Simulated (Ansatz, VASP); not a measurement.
## AgI in VASP and in Ansatz

INCAR

```
  PREC = Accurate
  ENCUT = 400
  EDIFF = 1E-8
  ISMEAR = -1
  SIGMA = 0.01
  LREAL = F
  LASPH = T
  NELM = 120
  ALGO = Normal
  ISIF = 2
  LWAVE = F
  LCHARG = F
  LEFG = T
  NBANDS = 26
  GGA_COMPAT = F
```

The input KPOINTS:

```
regular mesh
0
Gamma
  8 8 4
```

POSCAR

```
AgI
1.0
    4.5800015808      0.0000000000      0.0000000000
   -2.2900007904      3.9663977183      0.0000000000
    0.0000000000      0.0000000000      7.5100000000
Ag I
2 2
Direct
    0.3333333333      0.6666666667      0.0000000000
    0.6666666667      0.3333333333      0.5000000000
    0.3333333333      0.6666666667      0.3750000000
    0.6666666667      0.3333333333      0.8750000000
```

Input for Ansatz:

```yaml
crystal:
  lattice:
    - [4.5800015808, 0.0, 0.0]
    - [-2.2900007904, 3.9663977183, 0.0]
    - [0.0, 0.0, 7.51]
  atoms:
    - { symbol: Ag, position: [0.3333333333, 0.6666666667, 0.0] }
    - { symbol: Ag, position: [0.6666666667, 0.3333333333, 0.5] }
    - { symbol: I, position: [0.3333333333, 0.6666666667, 0.375] }
    - { symbol: I, position: [0.6666666667, 0.3333333333, 0.875] }
kpoints:
  mp_grid: { grid: [8, 8, 4] }
  band_path:
    path:
      - [0.0, 0.0, 0.0]
      - [0.5, 0.0, 0.0]
      - [0.3333333333, 0.3333333333, 0.0]
      - [0.0, 0.0, 0.0]
      - [0.0, 0.0, 0.5]
      - [0.5, 0.0, 0.5]
      - [0.3333333333, 0.3333333333, 0.5]
      - [0.0, 0.0, 0.5]
      - [0.5, 0.0, 0.5]
    npoints: 8
scf:
  occupations: { method: fermi_dirac, width: 0.01 }
hamiltonian:
  xc: lda
  pseudopotentials: { kind: all_electron, datasets: crystal }
output:
  forces: true
  stress: true
  eigenvalues: true
  efg: { contact_densities: true }
```

Alike in both runs: task electric field gradients; functional LDA; k mesh 8 × 8 × 4; occupations fermi-dirac, width 0.01 eV; no spin polarisation.

|  | VASP | Ansatz |
| --- | --- | --- |
| version | VASP 6.6.1 | Ansatz 0.2.0 |
| potentials or method | VASP PAW LDA potentials, release 64 (Ag, I), cutoff 400 eV | all-electron PAW with datasets made for the crystal, scalar-relativistic |

```tsv
	VASP	Ansatz	Ansatz less VASP
gap on the k mesh at the Fermi level (eV)	1.11	1.08	-0.036
pressure (GPa)	-2.3	-2.2	+0.11
traceless stress, the component that is largest in VASP (GPa)	-0.11	-0.11	+0.001
rms of the force components (eV/Å)	0.005	0.005	-0.0002
size of Vzz on the site where it differs most (V/Å²)	2.0	1.5	-0.52
```

LDA's correlation is that of Perdew and Zunger in VASP and of Perdew and Wang (1992) in Ansatz. Atom by atom the forces differ by 0.000 eV/Å (rms over components). Ansatz ran all-electron here, and VASP with PAW potentials.

Spin-orbit coupling is off throughout.
